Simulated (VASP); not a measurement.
# Si (R-3m) in VASP: electric field gradients with PBE

Aim: the electric field gradients of Si with PBE.

Everything below comes from runs of VASP 6.6.1. Logs are shortened: lines on timing, memory, paths and dates and some standing lists are left out, and cuts for length are marked.

## 1. The cell of the first run

It takes space group R-3m (No. 166, trigonal). Conventional cell: a = 3.838 Å, b = 3.838 Å, c = 9.400 Å, α = 90.00°, β = 90.00°, γ = 120.00°. Si (site symmetry 3m) has 1 Si at 1.65 Å within 2.2 Å.

## 2. Electric field gradients, PBE (shortest bond scaled by 0.7)

File INCAR:

```
SYSTEM = Si
ALGO = Normal
EDIFF = 1E-8
ENCUT = 520
GGA = PE
ISIF = 2
ISMEAR = -1
LASPH = .TRUE.
LCHARG = .FALSE.
LEFG = .TRUE.
LREAL = .FALSE.
LWAVE = .FALSE.
NBANDS = 11
NELM = 60
PREC = Accurate
SIGMA = 0.05
```

File KPOINTS:

```
k-points
0
G
  10 10 10
  0 0 0
```

File POSCAR:

```
Si
1.0
    0.0000000000      2.7135600000      2.7135600000
    2.7135600000      0.0000000000      2.7135600000
    2.7135600000      2.7135600000      0.0000000000
Si
2
Direct
    0.7125000000      0.7125000000      0.7125000000
    0.5375000000      0.5375000000      0.5375000000
```

Potentials or basis: VASP PAW PBE potentials, release 64 (Si).

On the command line:

```sh
$ cat potpaw_PBE.64/Si/POTCAR > POTCAR
$ mpirun -np 1 vasp_std > vasp.out
```

OUTCAR:

```text
SYSTEM = Si
   EDIFF = 1E-8
   ENCUT = 520
   GGA = PE
   ISIF = 2
   ISMEAR = -1
   LASPH = .TRUE.
   LREAL = .FALSE.
   NELM = 60
   PREC = Accurate

 ion  position               nearest neighbor table
   1  0.712  0.712  0.712-   2 1.65   2 2.67   2 2.67   2 2.67
   2  0.538  0.538  0.538-   1 1.65   1 2.67   1 2.67   1 2.67

  LATTYP: Found a face centered cubic cell.
 ALAT       =     5.4271200000

  Lattice vectors:

 A1 = (   0.0000000000,   2.7135600000,   2.7135600000)
 A2 = (   2.7135600000,   0.0000000000,   2.7135600000)
 A3 = (   2.7135600000,   2.7135600000,   0.0000000000)

Analysis of symmetry for initial positions (statically):
=====================================================================
 Subroutine PRICEL returns:
 Original cell was already a primitive cell.

 Routine SETGRP: Setting up the symmetry group for a
 face centered cubic supercell.

 Subroutine GETGRP returns: Found 12 space group operations
 (whereof  6 operations were pure point group operations)
 out of a pool of 48 trial point group operations.

The static configuration has the point symmetry C_3v.
 The point group associated with its full space group is D_3d.

Analysis of symmetry for dynamics (positions and initial velocities):
=====================================================================
 Subroutine PRICEL returns:
 Original cell was already a primitive cell.

 Routine SETGRP: Setting up the symmetry group for a
 face centered cubic supercell.

 Subroutine GETGRP returns: Found 12 space group operations
 (whereof  6 operations were pure point group operations)
 out of a pool of 48 trial point group operations.

The dynamic configuration has the point symmetry C_3v.
 The point group associated with its full space group is D_3d.

 Subroutine INISYM returns: Found 12 space group operations
 (whereof  6 operations are pure point group operations),
 and found     1 'primitive' translations

----------------------------------------------------------------------------------------

                                     Primitive cell

  volume of cell :      39.9621

  direct lattice vectors                    reciprocal lattice vectors
     0.000000000  2.713560000  2.713560000    -0.184259792  0.184259792  0.184259792
     2.713560000  0.000000000  2.713560000     0.184259792 -0.184259792  0.184259792
     2.713560000  2.713560000  0.000000000     0.184259792  0.184259792 -0.184259792

  length of vectors
     3.837553354  3.837553354  3.837553354     0.319147321  0.319147321  0.319147321

  position of ions in fractional coordinates (direct lattice)
     0.712500000  0.712500000  0.712500000
     0.537500000  0.537500000  0.537500000

  ion indices of the primitive-cell ions
   primitive index   ion index
                 1           1
                 2           2

----------------------------------------------------------------------------------------

 KPOINTS: k-points

Automatic generation of k-mesh.
 Grid dimensions read from file:
 generate k-points for:   10   10   10

 Generating k-lattice:

  Cartesian coordinates                     Fractional coordinates (reciprocal lattice)
    -0.018425979  0.018425979  0.018425979     0.100000000  0.000000000  0.000000000
     0.018425979 -0.018425979  0.018425979     0.000000000  0.100000000  0.000000000
     0.018425979  0.018425979 -0.018425979     0.000000000  0.000000000  0.100000000

  Length of vectors
     0.031914732  0.031914732  0.031914732

  Shift w.r.t. Gamma in fractional coordinates (k-lattice)
     0.000000000  0.000000000  0.000000000

 Subroutine IBZKPT returns following result:
 ===========================================

 Found    116 irreducible k-points:

 Following reciprocal coordinates:
            Coordinates               Weight
  0.000000  0.000000  0.000000      1.000000
  0.100000  0.000000  0.000000      6.000000
  0.100000  0.100000  0.100000      2.000000
  0.200000  0.000000  0.000000      6.000000
  0.200000  0.200000  0.200000      2.000000
  0.300000  0.000000  0.000000      6.000000
[... 16 lines left out ...]
  0.100000  0.100000 -0.400000      6.000000
  0.500000  0.400000  0.500000      6.000000
 [... further k-points ...]
   k-points           NKPTS =    116   k-points in BZ     NKDIM =    116   number of bands    NBANDS=     11
   number of dos      NEDOS =    301   number of ions     NIONS =      2
   total plane-waves  NPLWV =  27000
   dimension x,y,z NGX =    30 NGY =   30 NGZ =   30
   dimension x,y,z NGXF=    60 NGYF=   60 NGZF=   60
   ions per type =               2
   NGX,Y,Z   is equivalent  to a cutoff of  13.00, 13.00, 13.00 a.u.
   NGXF,Y,Z  is equivalent  to a cutoff of  25.99, 25.99, 25.99 a.u.
 SYSTEM =  Si
   PREC   = accura    normal or accurate (medium, high low for compatibility)
   ISTART =      0    job   : 0-new  1-cont  2-samecut
   ICHARG =      2    charge: 1-file 2-atom 10-const
   ISPIN  =      1    spin polarized calculation?
   LNONCOLLINEAR =      F non collinear calculations
   LSORBIT =      F    spin-orbit coupling
   LASPH  =      T    aspherical Exc in radial PAW
   ENCUT  =  520.0 eV  38.22 Ry    6.18 a.u.   7.14  7.14  7.14*2*pi/ulx,y,z
   NELM   =     60;   NELMIN=  2; NELMDL= -5     # of ELM steps
   EDIFF  = 0.1E-07   stopping-criterion for ELM
   LREAL  =      F    real-space projection
   EDIFFG = 0.1E-06   stopping-criterion for IOM
   NSW    =      0    number of steps for IOM
   IBRION =     -1    ionic relax: 0-MD 1-quasi-New 2-CG
   NFREE  =      0    steps in history (QN), initial steepest desc. (CG)
   ISIF   =      2    stress and relaxation
   ISYM   =      2    0-nonsym 1-usesym 2-fastsym
   POTIM  = 0.5000    time-step for ionic-motion
   TEBEG  =    0.0;   TEEND  =   0.0 temperature during run
   PSTRESS=    0.0 pullay stress
   NELECT =       8.0000    total number of electrons
   NUPDOWN=      -1.0000    fix difference up-down
   EMIN   =  10.00;   EMAX   =-10.00  energy-range for DOS
   EFERMI =   0.00;   METHOD = LEGACY
   ISMEAR =    -1;   SIGMA  =   0.05  broadening in eV -4-tet -1-fermi 0-gaus
   EFERMI_NEDOS =   21; number of points for ismear=-14 and -15
   IALGO  =     38    algorithm
   IMIX   =      4    mixing-type and parameters
     AMIX     =   0.40;   BMIX     =  1.00
     AMIX_MAG =   1.60;   BMIX_MAG =  1.00
  volume/ion in A,a.u.               =      19.98       134.84
  Fermi-wavevector in a.u.,A,eV,Ry     =   0.957684  1.809760 12.478691  0.917158
  Thomas-Fermi vector in A             =   2.086724
   LORBIT       =      0    0 simple, 1 ext, 2 COOP (PROOUT), +10 PAW based schemes
   GGA     = PE    functional components
   LHFCALC =     F    Hartree Fock is set to
   AEXX    =    0.0000 exact exchange contribution
   IVDW    =     0    specifies the selected vdW correction
   LEPSILON=     F    determine dielectric tensor
   LRPA    =     F    only Hartree local field effects (RPA)
 non-spin polarized calculation
  energy-cutoff  :      520.00
  volume of cell :       39.96
 maximum number of plane-waves:      1091
 NGX is ok and might be reduce to    30
   NGX = 15   NGY = 15   NGZ = 15

 number of electron       8.0000000 magnetization

 Free energy of the ion-electron system (eV)
  ---------------------------------------------------
  ext. energy  EPLUGINS =         0.00000000
  ---------------------------------------------------
  free energy    TOTEN  =        -4.22698729 eV

  energy without entropy =       -4.22036896  energy(sigma->0) =       -4.22367813

 E-fermi :   5.4533     XC(G=0):  -9.4136

 val. band max:        5.4327165838   @ k =   0.4000   0.2000   0.0000
 cond. band min:       5.4570153341   @ k =  -0.1000   0.1000   0.0000
 fundamental gap:      0.0242987503
 Fermi energy:         5.4532537708

 k-point     1 :       0.0000    0.0000    0.0000
  band No.  band energies     occupation
      1      -6.6678      2.00000
      2       3.3967      2.00000
      3       6.0053      0.00003
      4       6.0053      0.00003
      5       7.7754      0.00000
      6       7.7754      0.00000
      7       8.2818      0.00000
      8      10.8922      0.00000
      9      12.9369      0.00000
     10      14.1744      0.00000
     11      14.1744      0.00000
[... 309 lines left out ...]
 k-point    24 :       0.5000    0.4000    0.5000
  band No.  band energies     occupation
      1      -4.1300      2.00000
      2      -2.2590      2.00000
      3       3.8382      2.00000
      4       4.1656      2.00000
      5       8.6562      0.00000
      6       9.6903      0.00000
      7      10.4314      0.00000
      8      11.9055      0.00000
      9      14.3698      0.00000
     10      14.4008      0.00000
     11      15.1639      0.00000

 [... further k-points ...]
[... 5 lines left out ...]
  --------------------------------------------------------------------------------------
  -------------------------------------------------------------------------------------
  Total       11.3613764     11.3613764     11.3613764     13.1393521     13.1393521     13.1393521
  in kB      455.5051047    455.5051047    455.5051047    526.7884579    526.7884579    526.7884579
  external PRESSURE =     455.5051047 kB  Pullay stress =       0.0000000 kB

 VOLUME and BASIS-vectors are now :
 -----------------------------------------------------------------------------
  energy-cutoff  :      520.00
  volume of cell :       39.96
      direct lattice vectors                 reciprocal lattice vectors
     0.000000000  2.713560000  2.713560000    -0.184259792  0.184259792  0.184259792
     2.713560000  0.000000000  2.713560000     0.184259792 -0.184259792  0.184259792
     2.713560000  2.713560000  0.000000000     0.184259792  0.184259792 -0.184259792

 POSITION                                       TOTAL-FORCE (eV/Angst)
 -----------------------------------------------------------------------------------
      3.86682      3.86682      3.86682        15.427044     15.427044     15.427044
      2.91708      2.91708      2.91708       -15.427044    -15.427044    -15.427044
 -----------------------------------------------------------------------------------
    total drift:                                0.000000      0.000000     -0.000000

  FREE ENERGIE OF THE ION-ELECTRON SYSTEM (eV)
  ---------------------------------------------------
  free  energy   TOTEN  =        -4.2269872885 eV

  energy  without entropy=       -4.2203689616  energy(sigma->0) =       -4.22367813

 Electric field gradients (V/A^2)
---------------------------------------------------------------------
 ion       V_xx      V_yy      V_zz      V_xy      V_xz      V_yz
---------------------------------------------------------------------
   1      -0.000     0.000    -0.000   -42.863   -42.863   -42.863
   2      -0.000     0.000    -0.000   -42.863   -42.863   -42.863
---------------------------------------------------------------------

 Electric field gradients after diagonalization (V/A^2)
 (convention: |V_zz| > |V_xx| > |V_yy|)
----------------------------------------------------------------------
 ion       V_xx      V_yy      V_zz     asymmetry (V_yy - V_xx)/ V_zz
----------------------------------------------------------------------
   1      42.863    42.863   -85.727       0.000
   2      42.863    42.863   -85.727       0.000
----------------------------------------------------------------------

           NMR quadrupolar parameters

 Cq : quadrupolar parameter    Cq=e*Q*V_zz/h
 eta: asymmetry parameters     (V_yy - V_xx)/ V_zz
 Q  : nuclear electric quadrupole moment in mb (millibarn)
----------------------------------------------------------------------
 ion       Cq(MHz)       eta       Q (mb)
----------------------------------------------------------------------
   1      -0.207       0.000       1.000
   2      -0.207       0.000       1.000
----------------------------------------------------------------------
```

Run time: 82 s. Hardware: 1 thread of Intel Xeon 8259CL, shared host; peak memory 0.18 GiB.

What came out:

| Quantity | Value |
| --- | --- |
| Free energy | -4.2270 eV |
| Pressure | 45.6 GPa |
| Largest force | 26.720 eV/Å |
| Band gap on the k mesh | zero (bands 4 and 5 overlap by 1.45 eV) |
| Largest electric field gradient by atom | Si -85.7 V/Å² |

Forces in eV/Å, atoms in the order of the input:
```
Si   15.427  15.427  15.427
Si  -15.427 -15.427 -15.427
```

Stress tensor (GPa, compression positive):
```
45.55 52.68 52.68
52.68 45.55 52.68
52.68 52.68 45.55
```

Electric field gradients, principal values (V/Å²):
```csv
atom,least,middle,greatest (by size)
1 Si,42.863,42.863,-85.727
2 Si,42.863,42.863,-85.727
```

Caveat: the cell differs from its parent crystal (shortest bond scaled by 0.7); the cell stands under pressure; without QUAD_EFG the Cq values of the log hold for a quadrupole moment of 1 mb, not for the nuclei; forces of over 1 eV/Å act on the atoms, so gaps and moduli don't describe the material at rest.
